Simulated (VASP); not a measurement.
# Si7O16 (a cell with a defect) in VASP: further runs

Si7O16 (a cell with a defect) is run at these levels: PBEsol; tasks: single point.

Everything below comes from runs of VASP 6.6.1. Logs are shortened: lines on timing, memory, paths and dates and some standing lists are left out, and cuts for length are marked.

## 1. The cell of the first run

The cell holds a defect, 23 atoms: a = 5.872 Å, b = 5.872 Å, c = 5.318 Å, α = 90.00°, β = 90.00°, γ = 90.00°.

## 2. Single point, PBEsol

File INCAR:

```
SYSTEM = Si7O16
ALGO = Normal ; EDIFF = 1E-7
ENCUT = 520 ; GGA = PS
ISIF = 2 ; ISMEAR = 0
LASPH = .TRUE. ; LCHARG = .FALSE.
LREAL = Auto ; LWAVE = .FALSE.
NBANDS = 79 ; NELM = 80
PREC = Accurate ; SIGMA = 0.05
```

File KPOINTS:

```
k-points
0
G
  2 2 2
  0 0 0
```

File POSCAR:

```
Si7O16
1.0
   -4.1520000000     -4.1520000000      0.0000000000
    4.1520000000     -4.1520000000      0.0000000000
    0.0000000000      0.0000000000      5.3180000000
Si O
7 16
Direct
    0.4992562620      0.4985416667     -0.0156451674
   -0.0007500000      0.5053432081      0.2430697631
    0.4992493979      0.4638031069      0.4965263257
   -0.0007508430      0.5057780588      0.7449163219
   -0.0007658960      0.0065296243     -0.0033905604
    0.4992705925     -0.0900916426      0.4155099662
   -0.0007459056      0.0115814066      0.5022955998
    0.1950360067      0.5132638487     -0.0063997744
   -0.0007520472      0.2064948218      0.2414749906
    0.8034691715      0.5132632466     -0.0064007146
   -0.0007536127      0.8071864162      0.2523426100
    0.1926041667      0.4980610549      0.4925321549
   -0.0007485549      0.2067314547      0.7558151561
    0.8058927023      0.4980625000      0.4925336593
   -0.0007506021      0.8092590318      0.7468382851
    0.7083606696      0.0015097543      0.0271760060
    0.4992456647      0.6843745183      0.2456558857
    0.2901006744      0.0015209538      0.0271263633
    0.4992551782      0.3048192437      0.2322045882
    0.7202910645      0.0287758911      0.5060402407
    0.4992569846      0.6955936898      0.7082051523
    0.2781773844      0.0287742052      0.5060103422
    0.4992525289      0.3034598988      0.7558157202
```

Potentials or basis: VASP PAW PBE potentials, release 64 (Si, O).

Run with:

```console
cat potpaw_PBE.64/Si/POTCAR potpaw_PBE.64/O/POTCAR > POTCAR
mpirun -np 1 vasp_std > vasp.out
```

OUTCAR:

```text
SYSTEM = Si7O16
   EDIFF = 1E-7
   ENCUT = 520
   GGA = PS
   ISIF = 2
   ISMEAR = 0
   LASPH = .TRUE.
   LREAL = Auto
   NELM = 80
   PREC = Accurate

 ion  position               nearest neighbor table
   1  0.499  0.499  0.984-  23 1.67  19 1.74  17 1.77  10 1.79   8 1.79  21 1.87   3 2.60   3 2.73

   2  0.999  0.505  0.243-  12 1.75  14 1.75   9 1.75  10 1.76   8 1.76  11 1.77   4 2.65   4 2.67

   3  0.499  0.464  0.497-  23 1.67  19 1.69  21 1.77  14 1.81  12 1.81  17 1.86   1 2.60   6 2.65
                             1 2.73
   4  0.999  0.506  0.745-  10 1.75   8 1.75  13 1.76  14 1.76  12 1.76  15 1.78   2 2.65   2 2.67
[... 9 lines left out ...]
  10  0.803  0.513  0.994-   4 1.75   2 1.76   1 1.79
  11  0.999  0.807  0.252-   2 1.77   7 1.79   5 1.79
  12  0.193  0.498  0.493-   2 1.75   4 1.76   3 1.81
  13  0.999  0.207  0.756-   5 1.74   4 1.76   7 1.77
  14  0.806  0.498  0.493-   2 1.75   4 1.76   3 1.81
  15  0.999  0.809  0.747-   7 1.76   5 1.76   4 1.78
  16  0.708  0.002  0.027-   5 1.72   6 2.46
  17  0.499  0.684  0.246-   6 1.60   1 1.77   3 1.86
  18  0.290  0.002  0.027-   5 1.72   6 2.46
  19  0.499  0.305  0.232-   3 1.69   1 1.74   6 2.52
  20  0.720  0.029  0.506-   6 1.55   7 1.64
  21  0.499  0.696  0.708-   3 1.77   1 1.87   6 2.00
  22  0.278  0.029  0.506-   6 1.55   7 1.64
  23  0.499  0.303  0.756-   3 1.67   1 1.67

  LATTYP: Found a simple tetragonal cell.
 ALAT       =     5.8718147110
 C/A-ratio  =     0.9056825295

  Lattice vectors:

 A1 = (  -4.1520000000,  -4.1520000000,   0.0000000000)
 A2 = (   4.1520000000,  -4.1520000000,   0.0000000000)
 A3 = (   0.0000000000,   0.0000000000,   5.3180000000)

Analysis of symmetry for initial positions (statically):
=====================================================================
 Subroutine PRICEL returns:
 Original cell was already a primitive cell.

 Routine SETGRP: Setting up the symmetry group for a
 simple tetragonal supercell.

 Subroutine GETGRP returns: Found  1 space group operations
 (whereof  1 operations were pure point group operations)
 out of a pool of 16 trial point group operations.

The static configuration has the point symmetry C_1 .

Analysis of symmetry for dynamics (positions and initial velocities):
=====================================================================
 Subroutine PRICEL returns:
 Original cell was already a primitive cell.

 Routine SETGRP: Setting up the symmetry group for a
 simple tetragonal supercell.

[... 135 lines left out ...]
   ISIF   =      2    stress and relaxation
   ISYM   =      2    0-nonsym 1-usesym 2-fastsym
   POTIM  = 0.5000    time-step for ionic-motion
   TEBEG  =    0.0;   TEEND  =   0.0 temperature during run
   PSTRESS=    0.0 pullay stress
   NELECT =     124.0000    total number of electrons
   NUPDOWN=      -1.0000    fix difference up-down
   EMIN   =  10.00;   EMAX   =-10.00  energy-range for DOS
   EFERMI =   0.00;   METHOD = LEGACY
   ISMEAR =     0;   SIGMA  =   0.05  broadening in eV -4-tet -1-fermi 0-gaus
   EFERMI_NEDOS =   21; number of points for ismear=-14 and -15
   IALGO  =     38    algorithm
   IMIX   =      4    mixing-type and parameters
     AMIX     =   0.40;   BMIX     =  1.00
     AMIX_MAG =   1.60;   BMIX_MAG =  1.00
  volume/ion in A,a.u.               =       7.97        53.80
  Fermi-wavevector in a.u.,A,eV,Ry     =   1.436981  2.715501 28.094869  2.064915
  Thomas-Fermi vector in A             =   2.556109
   LORBIT       =      0    0 simple, 1 ext, 2 COOP (PROOUT), +10 PAW based schemes
   GGA     = PS    functional components
   LHFCALC =     F    Hartree Fock is set to
   AEXX    =    0.0000 exact exchange contribution
   IVDW    =     0    specifies the selected vdW correction
   LEPSILON=     F    determine dielectric tensor
   LRPA    =     F    only Hartree local field effects (RPA)
 non-spin polarized calculation
 Gauss-broadening in eV      SIGMA  =   0.05
  energy-cutoff  :      520.00
  volume of cell :      183.36
 maximum number of plane-waves:      4960
 NGX is ok and might be reduce to    48
   NGX = 21   NGY = 21   NGZ = 19

 number of electron     123.9999999 magnetization

 Free energy of the ion-electron system (eV)
  ---------------------------------------------------
  ext. energy  EPLUGINS =         0.00000000
  ---------------------------------------------------
  free energy    TOTEN  =      -171.30599147 eV

  energy without entropy =     -171.27524625  energy(sigma->0) =     -171.29061886

 E-fermi :   6.5882     XC(G=0): -12.3134

 val. band max:        6.5864209422   @ k =   0.5000   0.5000   0.5000
 cond. band min:       6.5893373052   @ k =   0.0000   0.0000   0.5000
 fundamental gap:      0.0029163631
 Fermi energy:         6.5882350924

 k-point     1 :       0.0000    0.0000    0.0000
  band No.  band energies     occupation
      1     -15.6139      2.00000
      2     -14.0191      2.00000
      3     -13.4186      2.00000
      4     -13.0106      2.00000
      5     -12.8596      2.00000
      6     -12.4750      2.00000
[... 605 lines left out ...]
     73      17.0244      0.00000
     74      17.6650      0.00000
 [bands above 74 left out]

------------------------ aborting loop because EDIFF is reached ----------------------------------------

  FORCE on cell =-STRESS in cart. coord.  units (eV):
  Direction    XX          YY          ZZ          XY          YZ          ZX
  --------------------------------------------------------------------------------------
  -------------------------------------------------------------------------------------
  Total       23.3706790     23.3897637     11.7819424      2.0960545     -3.6446911      3.6356653
  in kB      204.2155907    204.3823542    102.9519220     18.3155568    -31.8477162     31.7688475
  external PRESSURE =     170.5166223 kB  Pullay stress =       0.0000000 kB

 VOLUME and BASIS-vectors are now :
 -----------------------------------------------------------------------------
  energy-cutoff  :      520.00
  volume of cell :      183.36
      direct lattice vectors                 reciprocal lattice vectors
    -4.152000000 -4.152000000  0.000000000    -0.120423892 -0.120423892  0.000000000
     4.152000000 -4.152000000  0.000000000     0.120423892 -0.120423892  0.000000000
     0.000000000  0.000000000  5.318000000     0.000000000  0.000000000  0.188040617

 POSITION                                       TOTAL-FORCE (eV/Angst)
 -----------------------------------------------------------------------------------
     -0.00297     -4.14286      5.23480         0.065588     -0.065271      0.064289
     -2.05070     -6.24707      1.29265        -0.003137      0.000304     -0.015079
     -0.14717     -3.99859      2.64053        -0.010930      0.010675     -0.054733
     -2.04889     -6.24887      3.96146         0.005734     -0.004714      0.002044
     -4.12171     -4.17593      5.29997         0.001365     -0.000705     -0.014292
      1.70497     -5.85091      2.20968         0.023380     -0.009900     -0.045795
[... 15 lines left out ...]
     -1.03552     -1.27446      2.69096         0.059921      0.011786      0.014707
     -0.81293     -3.33286      4.01943        -0.076276      0.076872     -0.001615
 -----------------------------------------------------------------------------------
    total drift:                               -0.001223      0.009523     -0.000255

  FREE ENERGIE OF THE ION-ELECTRON SYSTEM (eV)
  ---------------------------------------------------
  free  energy   TOTEN  =      -171.3059914706 eV

  energy  without entropy=     -171.2752462460  energy(sigma->0) =     -171.29061886
```

Wall time 3.3 min (1 thread of AMD EPYC 9R45 (Zen 5), shared host); peak memory 0.28 GiB.

Results:

- Free energy: -171.3060 eV
- Pressure: 17.1 GPa
- Largest force: 0.113 eV/Å
- Band gap on the k mesh: zero (bands 62 and 63 overlap by 0.17 eV)

Forces in eV/Å, atoms in the order of the input:
```
Si   0.066 -0.065  0.064
Si  -0.003  0.000 -0.015
Si  -0.011  0.011 -0.055
Si   0.006 -0.005  0.002
Si   0.001 -0.001 -0.014
Si   0.023 -0.010 -0.046
Si   0.024 -0.019  0.006
O   -0.022 -0.024 -0.002
O    0.005 -0.005  0.008
O    0.025  0.023 -0.002
O   -0.001  0.002  0.009
O   -0.032 -0.028  0.005
O    0.012 -0.008  0.002
O    0.030  0.030  0.006
O   -0.017  0.019 -0.004
O    0.077  0.073  0.018
O   -0.046  0.045 -0.046
O   -0.074 -0.075  0.020
O   -0.056  0.055 -0.016
O   -0.021 -0.076  0.017
O    0.031 -0.030  0.030
O    0.060  0.012  0.015
O   -0.076  0.077 -0.002
```

Stress tensor (GPa, compression positive):
```
20.42  1.83  3.18
 1.83 20.44 -3.18
 3.18 -3.18 10.30
```

Caveat: the k points lie up to 0.59 Å⁻¹ apart; the PAW data sets were made with another functional, which shifts forces and pressure a little.

## 3. Single point, PBEsol

File INCAR:

```
PREC     = Accurate       # precision mode
ENCUT    = 520            # plane-wave cutoff, eV
EDIFF    = 1E-6           # SCF threshold, eV
ISMEAR   = 0              # smearing method
SIGMA    = 0.05           # smearing width, eV
LREAL    = Auto         
LASPH    = T              # aspherical terms in the spheres
NELM     = 80             # most SCF steps
ALGO     = Normal         # electronic algorithm
ISIF     = 2              # what is computed and relaxed
LWAVE    = F              # write WAVECAR
LCHARG   = F              # write CHGCAR
GGA      = PS             # functional
NBANDS   = 79             # bands
```

File KPOINTS:

```
Automatic mesh
0
Gamma
  2 2 2
```

File POSCAR:

```
Si7O16
1.0
   -4.1520000000     -4.1520000000      0.0000000000
    4.1520000000     -4.1520000000      0.0000000000
    0.0000000000      0.0000000000      5.3180000000
Si O
7 16
Direct
    0.4995515414      0.4985975434      0.0049386988
   -0.0004523121      0.5063593449      0.2498358405
    0.4995523844      0.4566535405      0.4980212486
   -0.0004456888      0.5058842726      0.7513975179
   -0.0004631503      0.0077919075     -0.0013055660
    0.4995552746     -0.1115692437      0.5320118466
   -0.0004470135      0.0126678709      0.4961002256
    0.1955851397      0.5148601879      0.0012908988
   -0.0004543593      0.2075694846      0.2410889432
    0.8035172206      0.5148505539      0.0012843174
   -0.0004689306      0.8098032274      0.2509266642
    0.1933754817      0.4985826108      0.5014266642
   -0.0004355732      0.2077498796      0.7546846559
    0.8057256744      0.4985734586      0.5014349379
   -0.0004519509      0.8084191956      0.7439889056
    0.7108086464      0.0031968931     -0.0167017676
    0.4995603324      0.6963587428      0.2851761941
    0.2882661368      0.0031871387     -0.0167139902
    0.4995491329      0.3037769750      0.2355432493
    0.7203316474      0.0311606455      0.4963649868
    0.4995498555      0.6904515896      0.7451160211
    0.2787689066      0.0311345135      0.4963117713
    0.4995419075      0.3055214355      0.7639296728
```

Potentials or basis: VASP PAW PBE potentials, release 64 (Si, O).

Run with:

```console
cat potpaw_PBE.64/Si/POTCAR potpaw_PBE.64/O/POTCAR > POTCAR
mpirun -np 1 vasp_std > vasp.out
```

Wall time 2.7 min (1 thread of AMD EPYC 9R45 (Zen 5), shared host); peak memory 0.28 GiB.

It converged, with:

```yaml
Free_energy: -171.6638 eV
Pressure: 17.8 GPa
Largest_force: 1.281 eV/Å
Band_gap_on_the_k_mesh: zero (bands 62 and 63 overlap by 0.09 eV)
```

Forces on the atoms (eV/Å):
```
Si   0.081 -0.082 -0.052
Si   0.016 -0.017  0.019
Si  -0.129  0.129  0.030
Si   0.017 -0.016  0.031
Si   0.020 -0.016  0.024
Si  -0.440  0.442 -1.119
Si   0.056 -0.056  0.043
O   -0.006 -0.061  0.027
O    0.008 -0.008  0.024
O    0.062  0.006  0.028
O   -0.008  0.007  0.031
O   -0.028 -0.038  0.014
O    0.016 -0.013  0.012
O    0.037  0.028  0.012
O    0.003 -0.003  0.017
O    0.083  0.017  0.142
O    0.091 -0.090  0.151
O   -0.018 -0.084  0.141
O   -0.050  0.051 -0.036
O    0.045 -0.114  0.148
O    0.061 -0.062  0.068
O    0.112 -0.047  0.146
O   -0.027  0.028  0.099
```

Stress tensor (GPa, compression positive):
```
21.22  1.61 -1.53
 1.61 21.22  1.53
-1.53  1.53 10.99
```

Levels at points of the mesh, in eV from the Fermi level:
| k point | band 60 | band 61 | band 62 | band 63 | band 64 | band 65 |
| --- | --- | --- | --- | --- | --- | --- |
| (0.00, 0.00, 0.00) | -0.15 | 0.03 | 0.06 | 0.13 | 0.62 | 6.10 |
| (0.50, 0.00, 0.00) | -0.49 | -0.25 | -0.19 | 0.19 | 0.21 | 7.06 |
| (0.00, 0.50, 0.00) | -0.48 | -0.26 | -0.07 | 0.04 | 0.07 | 6.49 |
| (0.50, 0.50, 0.00) | -0.20 | -0.08 | 0.03 | 0.11 | 0.18 | 7.18 |
| (0.00, 0.00, 0.50) | -0.35 | -0.18 | -0.05 | 0.00 | 0.01 | 7.90 |
| (0.50, 0.00, 0.50) | -0.44 | -0.25 | -0.15 | 0.01 | 0.11 | 8.34 |
| (0.00, 0.50, 0.50) | -0.16 | -0.07 | -0.06 | 0.18 | 0.24 | 8.09 |
| (0.50, 0.50, 0.50) | -0.44 | -0.41 | -0.24 | -0.03 | 0.00 | 8.93 |

Caveat: the k points lie up to 0.59 Å⁻¹ apart; the PAW data sets were made with another functional, which shifts forces and pressure a little.

(Continued in part 2 of 2.)

The gap in the log of VASP goes by the Fermi energy; the results here count the filled bands.